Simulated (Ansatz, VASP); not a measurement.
One calculation of ZrH6, two programs

```
Zr H
1.0
     3.39002    0.00000    0.00000
     0.00000    3.39002    0.00000
     0.00000    0.00000    7.58023
Zr H
1 6
Direct
  0.50000 0.50000 0.50000
  0.00000 0.50000 0.64548
  0.50000 0.00000 0.64548
  0.00000 0.50000 0.35452
  0.50000 0.00000 0.35452
  0.50000 0.50000 0.95051
  0.50000 0.50000 0.04949
```

Alike in both runs: functional PBE; k mesh 6 × 6 × 4; occupations gaussian, width 0.1 eV; no spin polarisation.

Ansatz relaxed the structure, and its values are those at the end. VASP's run is a single point on that final structure, the one shown.

|  | VASP | Ansatz |
| --- | --- | --- |
| version | VASP 6.6.1 | Ansatz 0.2.0 |
| potentials or method | VASP PAW PBE potentials, release 64 (Zr_sv, H), cutoff 520 eV | scalar-relativistic, plane waves, PAW |
| valence electrons in the cell | 18 | 18 |

Ansatz gave:

* gap on the k mesh at the Fermi level (eV): none
* pressure (GPa): 0.0
* rms of the force components (eV/Å): 0.008

Q: What did VASP give for the same quantities?

A: gap on the k mesh at the Fermi level (eV): none; pressure (GPa): -0.1; rms of the force components (eV/Å): 0.004.

A gap of «none» marks a metal or a gap that the smearing closes.
